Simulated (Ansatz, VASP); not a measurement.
# WS in VASP and in Ansatz

```
W S
1.0
     3.56830    0.00000    0.00000
    -1.78415    3.09024    0.00000
     0.00000    0.00000    6.39070
W S
2 2
Direct
  0.00000 0.00000 0.00000
  0.00000 0.00000 0.50000
  0.33333 0.66667 0.25000
  0.66667 0.33333 0.75000
```

Alike in both runs: functional r2SCAN; k mesh 12 × 12 × 6; occupations gaussian, width 0.1 eV; no spin polarisation; Hubbard terms W d U = 6.2 eV.

Ansatz relaxed the structure, and its values are those at the end. VASP's run is a single point on that final structure, the one shown.

|  | VASP | Ansatz |
| --- | --- | --- |
| version | VASP 6.6.1 | Ansatz 0.2.0 |
| potentials or method | VASP PAW PBE potentials, release 64 (W_sv, S), cutoff 520 eV | scalar-relativistic, plane waves, PAW |
| valence electrons in the cell | 40 | 40 |

```tsv
	VASP	Ansatz	Ansatz less VASP
gap on the k mesh at the Fermi level (eV)	none	none	-
pressure (GPa)	-11.1	0.0	+11.12
```

VASP's potentials were made for PBE, not for r2SCAN. The programs project onto different local orbitals, so the same U acts differently, and such runs can settle in different states. A gap of «none» marks a metal or a gap that the smearing closes. Ansatz's warnings: filled band counts differ across k points.

Neither program's run includes spin-orbit coupling.
